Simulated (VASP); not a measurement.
Write the native input for VASP 6.6.1 that does the following.

```
Task                   : single point
Functional             : PBEsol
Potentials or basis    : VASP PAW PBE potentials, release 64 (Ga_d)
Cutoff                 : 520 eV
k mesh                 : 17 × 17 × 17
Occupations            : fermi-dirac, width 0.1 eV
Spin                   : no spin polarisation
Dipole correction      : no
Further INCAR settings : ALGO = Normal; EDIFF = 1e-06; NBANDS = 12
```

The structure of Ga lies in POSCAR:

```
Ga
1.0
   -1.3899600000      1.3899600000      2.2290000000
    1.3899600000     -1.3899600000      2.2290000000
    1.3899600000      1.3899600000     -2.2290000000
Ga
1
Direct
    0.0000000000      0.0000000000      0.0000000000
```

The input as run:

INCAR

```
ALGO = Normal
EDIFF = 1E-6
ENCUT = 520
GGA = PS
ISIF = 2
ISMEAR = -1
LASPH = True
LCHARG = False
LREAL = False
LWAVE = False
NBANDS = 12
NELM = 100
PREC = Accurate
SIGMA = 0.1
```

KPOINTS

```
k-points
0
Gamma
  17 17 17
```

Potentials or basis: VASP PAW PBE potentials, release 64 (Ga_d).

Command:

```bash
$ cat potpaw_PBE.64/Ga_d/POTCAR > POTCAR
$ mpirun -np 1 vasp_std > vasp.out
```

It gave:

| Item | Value |
| --- | --- |
| Pressure | 1.9 GPa |
| Band gap on the k mesh | zero (an odd number of electrons rules out a gap without spin polarisation) |

Caveat: the PAW data sets were made with another functional, which shifts forces and pressure a little.

Run time: 89 s on 1 thread of Intel Xeon 8259CL, with other jobs on the host, peak memory 0.21 GiB.
